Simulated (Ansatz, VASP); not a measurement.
AlNi in VASP and in Ansatz

```
Al Ni
1.0
     2.85827    0.00000    0.00000
     0.00000    2.85827    0.00000
     0.00000    0.00000    2.86907
Al Ni
1 1
Direct
  0.00000 0.00000 0.00000
  0.50000 0.50000 0.50000
```

Alike in both runs: task single point; functional PBEsol; k mesh 6 × 6 × 6; occupations gaussian, width 0.1 eV; no spin polarisation.

|  | VASP | Ansatz |
| --- | --- | --- |
| version | VASP 6.6.1 | Ansatz 0.2.0 |
| potentials or method | VASP PAW PBE potentials, release 64 (Al, Ni), cutoff 600 eV | scalar-relativistic, plane waves, PAW |
| valence electrons in the cell | 13 | 21 |

```csv
,VASP,Ansatz,Ansatz less VASP
gap on the k mesh at the Fermi level (eV),none,none,-
pressure (GPa),0.4,0.3,-0.15
"traceless stress, the component that is largest in VASP (GPa)",0.25,0.25,+0.002
```

VASP's potentials were made for PBE, not for PBEsol, and Ansatz warns of the same on its side. A gap of «none» marks a metal or a gap that the smearing closes. VASP's potentials hold 13 valence electrons a cell and Ansatz's 21, so a difference there can come from the potentials and not from the codes.

The k mesh is coarse, so the values compare programs but aren't converged.
